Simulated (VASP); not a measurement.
**ScGaSe: single point with PBE**

The system is ScGaSe.

```
Sc Ga Se
1.0
     4.27681    0.00000    0.00000
    -2.13841    3.70383    0.00000
     0.00000    0.00000    4.58973
Sc Ga Se
1 1 1
Direct
  0.66667 0.33333 0.00000
  0.00000 0.00000 0.50000
  0.33333 0.66667 0.50000
```

The cell was built from a structure type or drawn by symmetry, and may not be a known phase.

| Property | Result |
| --- | --- |
| Program | VASP 6.6.1 |
| Task | single point |
| Functional | PBE |
| Potentials or basis | VASP PAW PBE potentials, release 64 (Sc_sv, Ga_d, Se) |
| Cutoff | 520 eV |
| k mesh | 6 × 6 × 4 |
| Occupations | gaussian, width 0.1 eV |
| Spin | no spin polarisation |

```json
{
 "Pressure": "-1.0 GPa",
 "Band gap on the k mesh": "zero (bands 15 and 16 overlap by 0.75 eV)"
}
```

Stress tensor (GPa, compression positive):
```
  4.79   0.00   0.00
  0.00   4.79   0.00
  0.00   0.00 -12.55
```

Levels at points of the mesh, in eV from the Fermi level:
```
           k point  band 12  band 13  band 14  band 15  band 16  band 17  band 18  band 19
(0.00, 0.00, 0.00)    -4.16    -4.07    -4.07    -1.02     0.66     0.66     0.81     0.81
(0.50, 0.00, 0.00)    -4.99    -3.73    -2.27     0.08     0.09     0.57     1.15     1.18
(0.00, 0.00, 0.50)    -3.89    -3.89    -3.41    -0.14    -0.14     0.31     0.31     0.42
(0.50, 0.00, 0.50)    -5.05    -4.61    -2.19    -1.44     0.89     1.22     1.28     1.33
```

Run time: 22 s on 1 thread of AMD EPYC 9R45 96-Core Processor (Zen 5) (shared host), peak memory 0.17 GiB.
